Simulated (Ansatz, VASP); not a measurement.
**Two plane-wave programs on Si5C3**

```
Si C
1.0
     4.67176    0.00000    0.00000
     0.00000    4.67176    0.00000
     0.00000    0.00000    4.67176
Si C
5 3
Direct
  0.00000 0.00000 0.00000
  0.72959 0.27041 0.72959
  0.27041 0.72959 0.72959
  0.72959 0.72959 0.27041
  0.27041 0.27041 0.27041
  0.50000 0.50000 0.00000
  0.50000 0.00000 0.50000
  0.00000 0.50000 0.50000
```

Alike in both runs: functional PBE; k mesh 4 × 4 × 4; occupations gaussian, width 0.2 eV; no spin polarisation.

Ansatz relaxed the structure, and its values are those at the end. VASP's run is a single point on that final structure, the one shown.

|  | VASP | Ansatz |
| --- | --- | --- |
| version | VASP 6.6.1 | Ansatz 0.2.0 |
| potentials or method | VASP PAW PBE potentials, release 64 (Si, C), cutoff 520 eV | scalar-relativistic, plane waves, PAW |
| valence electrons in the cell | 32 | 32 |

```csv
,VASP,Ansatz,Ansatz less VASP
gap on the k mesh at the Fermi level (eV),none,none,-
pressure (GPa),-0.5,-0.5,+0.03
rms of the force components (eV/Å),0.015,0.021,+0.0066
```

A gap of «none» marks a metal or a gap that the smearing closes.
